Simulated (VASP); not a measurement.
# MgB26N27 (a cell with a defect) in VASP: single point with PBE

Aim: the single point of MgB26N27 (a cell with a defect) with PBE.

Program: VASP 6.6.1. These are calculated values, not measurements. Logs are shortened: lines on timing, memory, paths and dates and some standing lists are left out, and cuts for length are marked.

### 1 The cell of the first run

The cell holds a defect, 54 atoms: a = 7.669 Å, b = 7.669 Å, c = 7.669 Å, α = 60.00°, β = 60.00°, γ = 60.00°.

### 2 Single point, PBE

The input, INCAR:

```
SYSTEM = MgB26N27
PREC     = Accurate       ! precision mode
ENCUT    = 520            ! plane-wave cutoff, eV
EDIFF    = 1E-6           ! SCF threshold, eV
ISMEAR   = -1             ! smearing method
SIGMA    = 0.01           ! smearing width, eV
LREAL    = Auto         
LASPH    = .True.         ! aspherical terms in the spheres
NELM     = 80             ! most SCF steps
ALGO     = Normal         ! electronic algorithm
ISIF     = 2              ! what is computed and relaxed
LWAVE    = .False.        ! write WAVECAR
LCHARG   = .False.        ! write CHGCAR
GGA      = PE             ! functional
NELECT   = 216.0        
NBANDS   = 140            ! bands
```

The input, KPOINTS:

```
Automatic mesh
0
Gamma
  3 3 3
  0 0 0
```

The input, POSCAR:

```
MgB26N27
1.0
    0.0000000000      5.4225000000      5.4225000000
    5.4225000000      0.0000000000      5.4225000000
    5.4225000000      5.4225000000      0.0000000000
Mg B N
1 26 27
Direct
    0.0000000000      0.0000000000      0.0000000000
    0.0030212188      0.0030212188      0.3325868817
    0.0030212188      0.0030212188      0.6613706806
    0.0030212188      0.3325868817      0.0030212188
    0.0005768927      0.3331410358      0.3331410358
    0.0030212188      0.3325868817      0.6613706806
    0.0030212188      0.6613706806      0.0030212188
    0.0030212188      0.6613706806      0.3325868817
    0.0006897523      0.6664367492      0.6664367492
    0.3325868817      0.0030212188      0.0030212188
    0.3331410358      0.0005768927      0.3331410358
    0.3325868817      0.0030212188      0.6613706806
    0.3331410358      0.3331410358      0.0005768927
    0.3331410358      0.3331410358      0.3331410358
    0.3329960801      0.3329960801      0.6670039199
    0.3325868817      0.6613706806      0.0030212188
    0.3329960801      0.6670039199      0.3329960801
    0.3329960801      0.6670039199      0.6670039199
    0.6613706806      0.0030212188      0.0030212188
    0.6613706806      0.0030212188      0.3325868817
    0.6664367492      0.0006897523      0.6664367492
    0.6613706806      0.3325868817      0.0030212188
    0.6670039199      0.3329960801      0.3329960801
    0.6670039199      0.3329960801      0.6670039199
    0.6664367492      0.6664367492      0.0006897523
    0.6670039199      0.6670039199      0.3329960801
    0.6664367492      0.6664367492      0.6664367492
    0.0956596279      0.0956596279      0.0956596279
    0.0827939010      0.0827939010      0.4172060990
    0.0956596279      0.0956596279      0.7130211162
    0.0827939010      0.4172060990      0.0827939010
    0.0827939010      0.4172060990      0.4172060990
    0.0839693845      0.4161160058      0.7499573048
    0.0956596279      0.7130211162      0.0956596279
    0.0839693845      0.7499573048      0.4161160058
    0.0839693845      0.7499573048      0.7499573048
    0.4172060990      0.0827939010      0.0827939010
    0.4172060990      0.0827939010      0.4172060990
    0.4161160058      0.0839693845      0.7499573048
    0.4172060990      0.4172060990      0.0827939010
    0.4166732799      0.4166732799      0.4166732799
    0.4166732799      0.4166732799      0.7499801604
    0.4161160058      0.7499573048      0.0839693845
    0.4166732799      0.7499801604      0.4166732799
    0.4161160058      0.7499573048      0.7499573048
    0.7130211162      0.0956596279      0.0956596279
    0.7499573048      0.0839693845      0.4161160058
    0.7499573048      0.0839693845      0.7499573048
    0.7499573048      0.4161160058      0.0839693845
    0.7499801604      0.4166732799      0.4166732799
    0.7499573048      0.4161160058      0.7499573048
    0.7499573048      0.7499573048      0.0839693845
    0.7499573048      0.7499573048      0.4161160058
    0.7500000000      0.7500000000      0.7500000000
```

Potentials or basis: VASP PAW PBE potentials, release 64 (Mg, B, N).

Run with:

```bash
cat potpaw_PBE.64/Mg/POTCAR potpaw_PBE.64/B/POTCAR potpaw_PBE.64/N/POTCAR > POTCAR
mpirun -np 1 vasp_std > vasp.out
```

OUTCAR:

```text
SYSTEM = MgB26N27
   PREC = Accurate
   ENCUT = 520
   EDIFF = 1E-6
   ISMEAR = -1
   LREAL = Auto
   LASPH = .True.
   NELM = 80
   ISIF = 2
   GGA = PE
   NELECT = 216.0

 ion  position               nearest neighbor table
   1  0.000  0.000  0.000-  28 1.80  30 1.80  34 1.80  46 1.80   4 2.57  10 2.57   2 2.57   8 2.57
                             6 2.57  12 2.57  20 2.57  16 2.57  22 2.57   3 2.57   7 2.57  19 2.57
   2  0.003  0.003  0.333-  28 1.49  29 1.53  35 1.58  47 1.58   1 2.57
   3  0.003  0.003  0.661-  30 1.49  29 1.53  36 1.58  48 1.58   1 2.57
   4  0.003  0.333  0.003-  28 1.49  31 1.53  33 1.58  49 1.58   1 2.57
   5  0.001  0.333  0.333-  32 1.57  31 1.57  29 1.57  50 1.57
   6  0.003  0.333  0.661-  30 1.49  32 1.53  33 1.58  51 1.58   1 2.57
   7  0.003  0.661  0.003-  34 1.49  31 1.53  36 1.58  52 1.58   1 2.57
   8  0.003  0.661  0.333-  34 1.49  32 1.53  35 1.58  53 1.58   1 2.57
   9  0.001  0.666  0.666-  36 1.57  35 1.57  33 1.57  54 1.57
  10  0.333  0.003  0.003-  28 1.49  37 1.53  39 1.58  43 1.58   1 2.57
  11  0.333  0.001  0.333-  38 1.57  37 1.57  29 1.57  44 1.57
  12  0.333  0.003  0.661-  30 1.49  38 1.53  39 1.58  45 1.58   1 2.57
  13  0.333  0.333  0.001-  40 1.57  37 1.57  31 1.57  42 1.57
  14  0.333  0.333  0.333-  32 1.57  38 1.57  40 1.57  41 1.57
  15  0.333  0.333  0.667-  33 1.56  39 1.56  41 1.57  42 1.57
  16  0.333  0.661  0.003-  34 1.49  40 1.53  43 1.58  45 1.58   1 2.57
  17  0.333  0.667  0.333-  35 1.56  43 1.56  41 1.57  44 1.57
  18  0.333  0.667  0.667-  45 1.56  36 1.56  44 1.57  42 1.57
[... 34 lines left out ...]
  53  0.750  0.750  0.416-  26 1.56  27 1.57   8 1.58  20 1.58
  54  0.750  0.750  0.750-   9 1.57  21 1.57  25 1.57  27 1.57

  LATTYP: Found a face centered cubic cell.
 ALAT       =    10.8450000000

  Lattice vectors:

 A1 = (   0.0000000000,   5.4225000000,   5.4225000000)
 A2 = (   5.4225000000,   0.0000000000,   5.4225000000)
 A3 = (   5.4225000000,   5.4225000000,   0.0000000000)

Analysis of symmetry for initial positions (statically):
=====================================================================
 Subroutine PRICEL returns:
 Original cell was already a primitive cell.

 Routine SETGRP: Setting up the symmetry group for a
 face centered cubic supercell.

 Subroutine GETGRP returns: Found 24 space group operations
 (whereof 24 operations were pure point group operations)
 out of a pool of 48 trial point group operations.

The static configuration has the point symmetry T_d .

Analysis of symmetry for dynamics (positions and initial velocities):
=====================================================================
 Subroutine PRICEL returns:
 Original cell was already a primitive cell.

 Routine SETGRP: Setting up the symmetry group for a
 face centered cubic supercell.

 Subroutine GETGRP returns: Found 24 space group operations
 (whereof 24 operations were pure point group operations)
 out of a pool of 48 trial point group operations.

The dynamic configuration has the point symmetry T_d .

 Subroutine INISYM returns: Found 24 space group operations
 (whereof 24 operations are pure point group operations),
 and found     1 'primitive' translations

----------------------------------------------------------------------------------------

                                     Primitive cell

  volume of cell :     318.8810

  direct lattice vectors                    reciprocal lattice vectors
     0.000000000  5.422500000  5.422500000    -0.092208391  0.092208391  0.092208391
     5.422500000  0.000000000  5.422500000     0.092208391 -0.092208391  0.092208391
     5.422500000  5.422500000  0.000000000     0.092208391  0.092208391 -0.092208391

  length of vectors
     7.668573042  7.668573042  7.668573042     0.159709618  0.159709618  0.159709618

  position of ions in fractional coordinates (direct lattice)
     0.000000000  0.000000000  0.000000000
     0.003021219  0.003021219  0.332586882
     0.003021219  0.003021219  0.661370681
     0.003021219  0.332586882  0.003021219
     0.000576893  0.333141036  0.333141036
     0.003021219  0.332586882  0.661370681
[... 46 lines left out ...]
     0.749957305  0.749957305  0.416116006
     0.750000000  0.750000000  0.750000000

  ion indices of the primitive-cell ions
   primitive index   ion index
                 1           1
                 2           2
                 3           3
                 4           4
                 5           5
                 6           6
[... 46 lines left out ...]
                53          53
                54          54

----------------------------------------------------------------------------------------

 KPOINTS: Automatic mesh

Automatic generation of k-mesh.
 Grid dimensions read from file:
 generate k-points for:    3    3    3

 Generating k-lattice:

  Cartesian coordinates                     Fractional coordinates (reciprocal lattice)
    -0.030736130  0.030736130  0.030736130     0.333333333  0.000000000  0.000000000
     0.030736130 -0.030736130  0.030736130     0.000000000  0.333333333  0.000000000
     0.030736130  0.030736130 -0.030736130     0.000000000  0.000000000  0.333333333

  Length of vectors
     0.053236539  0.053236539  0.053236539

  Shift w.r.t. Gamma in fractional coordinates (k-lattice)
     0.000000000  0.000000000  0.000000000

 Subroutine IBZKPT returns following result:
 ===========================================

 Found      4 irreducible k-points:

 Following reciprocal coordinates:
            Coordinates               Weight
  0.000000  0.000000  0.000000      1.000000
  0.333333  0.000000  0.000000      8.000000
  0.333333  0.333333  0.000000      6.000000
 -0.333333  0.333333  0.000000     12.000000
   k-points           NKPTS =      4   k-points in BZ     NKDIM =      4   number of bands    NBANDS=    140
   number of dos      NEDOS =    301   number of ions     NIONS =     54
   total plane-waves  NPLWV = 216000
   dimension x,y,z NGX =    60 NGY =   60 NGZ =   60
   dimension x,y,z NGXF=   120 NGYF=  120 NGZF=  120
   ions per type =               1  26  27
   NGX,Y,Z   is equivalent  to a cutoff of  13.01, 13.01, 13.01 a.u.
   NGXF,Y,Z  is equivalent  to a cutoff of  26.01, 26.01, 26.01 a.u.
 SYSTEM =  MgB26N27
   PREC   = accura    normal or accurate (medium, high low for compatibility)
   ISTART =      0    job   : 0-new  1-cont  2-samecut
   ICHARG =      2    charge: 1-file 2-atom 10-const
   ISPIN  =      1    spin polarized calculation?
   LNONCOLLINEAR =      F non collinear calculations
   LSORBIT =      F    spin-orbit coupling
   LASPH  =      T    aspherical Exc in radial PAW
   ENCUT  =  520.0 eV  38.22 Ry    6.18 a.u.  14.26 14.26 14.26*2*pi/ulx,y,z
   NELM   =     80;   NELMIN=  2; NELMDL= -5     # of ELM steps
   EDIFF  = 0.1E-05   stopping-criterion for ELM
   LREAL  =      T    real-space projection
   EDIFFG = 0.1E-04   stopping-criterion for IOM
   NSW    =      0    number of steps for IOM
   IBRION =     -1    ionic relax: 0-MD 1-quasi-New 2-CG
   NFREE  =      0    steps in history (QN), initial steepest desc. (CG)
   ISIF   =      2    stress and relaxation
   ISYM   =      2    0-nonsym 1-usesym 2-fastsym
   POTIM  = 0.5000    time-step for ionic-motion
   TEBEG  =    0.0;   TEEND  =   0.0 temperature during run
   PSTRESS=    0.0 pullay stress
   NELECT =     216.0000    total number of electrons
   NUPDOWN=      -1.0000    fix difference up-down
   EMIN   =  10.00;   EMAX   =-10.00  energy-range for DOS
   EFERMI =   0.00;   METHOD = LEGACY
   ISMEAR =    -1;   SIGMA  =   0.01  broadening in eV -4-tet -1-fermi 0-gaus
   EFERMI_NEDOS =   21; number of points for ismear=-14 and -15
   IALGO  =     38    algorithm
   IMIX   =      4    mixing-type and parameters
     AMIX     =   0.40;   BMIX     =  1.00
     AMIX_MAG =   1.60;   BMIX_MAG =  1.00
  volume/ion in A,a.u.               =       5.91        39.85
  Fermi-wavevector in a.u.,A,eV,Ry     =   1.437749  2.716952 28.124920  2.067123
  Thomas-Fermi vector in A             =   2.556793
   LORBIT       =      0    0 simple, 1 ext, 2 COOP (PROOUT), +10 PAW based schemes
   GGA     = PE    functional components
   LHFCALC =     F    Hartree Fock is set to
   AEXX    =    0.0000 exact exchange contribution
   IVDW    =     0    specifies the selected vdW correction
   LEPSILON=     F    determine dielectric tensor
   LRPA    =     F    only Hartree local field effects (RPA)
 non-spin polarized calculation
  energy-cutoff  :      520.00
  volume of cell :      318.88
 maximum number of plane-waves:      8616
 NGX is ok and might be reduce to    60
   NGX = 29   NGY = 29   NGZ = 29

 number of electron     215.9999978 magnetization

 Free energy of the ion-electron system (eV)
  ---------------------------------------------------
  ext. energy  EPLUGINS =         0.00000000
  ---------------------------------------------------
  free energy    TOTEN  =      -450.88585224 eV

  energy without entropy =     -450.88585224  energy(sigma->0) =     -450.88585224

 E-fermi :   8.2930     XC(G=0): -12.8569

 val. band max:        8.0183840251   @ k =   0.0000   0.0000   0.0000
 cond. band min:      12.0645821468   @ k =   0.3333   0.3333   0.0000
 fundamental gap:      4.0461981217
 Fermi energy:         8.2929656994

 k-point     1 :       0.0000    0.0000    0.0000
  band No.  band energies     occupation
      1     -12.8173      2.00000
      2     -10.4051      2.00000
      3     -10.4051      2.00000
      4     -10.4051      2.00000
      5     -10.3974      2.00000
      6     -10.2469      2.00000
[... 481 lines left out ...]
    119      15.8526      0.00000
    120      16.0490      0.00000
 [bands above 120 left out]

------------------------ aborting loop because EDIFF is reached ----------------------------------------

  FORCE on cell =-STRESS in cart. coord.  units (eV):
  Direction    XX          YY          ZZ          XY          YZ          ZX
  --------------------------------------------------------------------------------------
  -------------------------------------------------------------------------------------
  Total       44.0854182     44.0854182     44.0854182     -0.0000000      0.0000000     -0.0000000
  in kB      221.5016011    221.5016011    221.5016011     -0.0000000      0.0000000     -0.0000000
  external PRESSURE =     221.5016011 kB  Pullay stress =       0.0000000 kB

 VOLUME and BASIS-vectors are now :
 -----------------------------------------------------------------------------
  energy-cutoff  :      520.00
  volume of cell :      318.88
      direct lattice vectors                 reciprocal lattice vectors
     0.000000000  5.422500000  5.422500000    -0.092208391  0.092208391  0.092208391
     5.422500000  0.000000000  5.422500000     0.092208391 -0.092208391  0.092208391
     5.422500000  5.422500000  0.000000000     0.092208391  0.092208391 -0.092208391

 POSITION                                       TOTAL-FORCE (eV/Angst)
 -----------------------------------------------------------------------------------
      0.00000      0.00000      0.00000         0.000000     -0.000000      0.000000
      1.81983      1.81983      0.03277        -0.006929     -0.006929     -0.002501
      3.60267      3.60267      0.03277         0.006929      0.006929     -0.002501
      1.81983      0.03277      1.81983        -0.006929     -0.002501     -0.006929
      3.61291      1.80959      1.80959        -0.013113      0.013113      0.013113
      5.38973      3.60267      1.81983         0.002501      0.006929     -0.006929
[... 46 lines left out ...]
      6.32303      6.32303      8.13329         0.000629      0.000629      0.005182
      8.13375      8.13375      8.13375         0.000000     -0.000000      0.000000
 -----------------------------------------------------------------------------------
    total drift:                                0.000001      0.000001      0.000002

  FREE ENERGIE OF THE ION-ELECTRON SYSTEM (eV)
  ---------------------------------------------------
  free  energy   TOTEN  =      -450.8858522393 eV

  energy  without entropy=     -450.8858522393  energy(sigma->0) =     -450.88585224
```

Wall time 11 min (1 thread of Intel Xeon Platinum 8259CL at 2.50GHz (Skylake/Cascade Lake), shared host); peak memory 0.56 GiB.

Results:

```yaml
Free_energy: -450.8859 eV
Largest_force: 0.087 eV/Å
```

Forces on the atoms (eV/Å):
```
Mg   0.000  0.000  0.000
B   -0.007 -0.007 -0.003
B    0.007  0.007 -0.003
B   -0.007 -0.003 -0.007
B   -0.013  0.013  0.013
B    0.003  0.007 -0.007
B    0.007 -0.003  0.007
B    0.003 -0.007  0.007
B    0.001 -0.001 -0.001
B   -0.003 -0.007 -0.007
B    0.013 -0.013  0.013
B    0.007  0.003 -0.007
B    0.013  0.013 -0.013
B   -0.013 -0.013 -0.013
B    0.000  0.000  0.007
B    0.007 -0.007  0.003
B    0.000  0.007  0.000
B   -0.007  0.000  0.000
B   -0.003  0.007  0.007
B   -0.007  0.003  0.007
B   -0.001  0.001 -0.001
B   -0.007  0.007  0.003
B    0.007  0.000  0.000
B    0.000 -0.007  0.000
B   -0.001 -0.001  0.001
B    0.000  0.000 -0.007
B    0.001  0.001  0.001
N    0.050  0.050  0.050
N    0.000  0.000 -0.001
N   -0.050 -0.050  0.050
N    0.000 -0.001  0.000
N    0.001  0.000  0.000
N    0.001 -0.001 -0.005
N   -0.050  0.050 -0.050
N    0.001 -0.005 -0.001
N    0.005 -0.001 -0.001
N   -0.001  0.000  0.000
N    0.000  0.001  0.000
N   -0.001  0.001 -0.005
N    0.000  0.000  0.001
N    0.002  0.002  0.002
N   -0.002 -0.002  0.002
N   -0.001 -0.005  0.001
N   -0.002  0.002 -0.002
N    0.005  0.001  0.001
N    0.050 -0.050 -0.050
N   -0.005  0.001 -0.001
N   -0.001  0.005 -0.001
N   -0.005 -0.001  0.001
N    0.002 -0.002 -0.002
N    0.001  0.005  0.001
N   -0.001 -0.001  0.005
N    0.001  0.001  0.005
N    0.000  0.000  0.000
```

Caveat: the cell carries a net charge on a neutralising background, which shifts energy and pressure; the cell is charged against a uniform background, so pressure and absolute levels hang on convention.
